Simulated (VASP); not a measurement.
# TePb (zincblende type): single point with r2SCAN

TePb (zincblende type):

```xyz
2
Lattice="0.0000 3.1375 3.1375 3.1375 0.0000 3.1375 3.1375 3.1375 0.0000" Properties=species:S:1:pos:R:3 pbc="T T T"
Pb    0.0000    0.0000    0.0000
Te    1.5688    1.5688    1.5688
```

This cell differs from its parent crystal: volume scaled by 0.64.

* Program: VASP 6.6.1
* Task: single point
* Functional: r2SCAN
* Potentials or basis: VASP PAW PBE potentials, release 64 (Pb_d, Te)
* Cutoff: 520 eV
* k mesh: 12 × 12 × 12
* Occupations: fermi-dirac, width 0.05 eV
* Spin: no spin polarisation
* Dipole correction: no
* Further INCAR settings: ALGO = Normal; EDIFF = 1e-07; NBANDS = 17

The pressure is 29.1 GPa and the band gap on the k mesh is zero (band 10 reaches 8.09 eV, above the bottom of band 11 at 7.16 eV).

Levels at points of the mesh, in eV from the Fermi level:
```
           k point  band 6  band 7  band 8  band 9  band 10  band 11  band 12  band 13  band 14  band 15
(0.00, 0.00, 0.00)  -15.44   -4.69   -2.77   -2.77    -2.77     0.90     0.90     0.90     3.91     7.48
(0.50, 0.00, 0.00)  -13.71   -9.93   -3.91   -3.91    -2.70     2.06     2.06     4.73     6.39     8.02
(0.50, 0.50, 0.00)  -12.73  -10.85   -5.25   -5.25    -1.29    -0.52     6.49     6.49     6.92     8.86
```

Wall time 4.2 min on 1 thread of Intel(R) Xeon(R) Platinum 8375C CPU @ 2.90GHz (Ice Lake), on a shared host, peak memory 0.26 GiB.

Caveat: the PAW data sets were made with another functional, which shifts forces and pressure a little; spin-orbit coupling is left out, which moves the levels of the heavy elements.
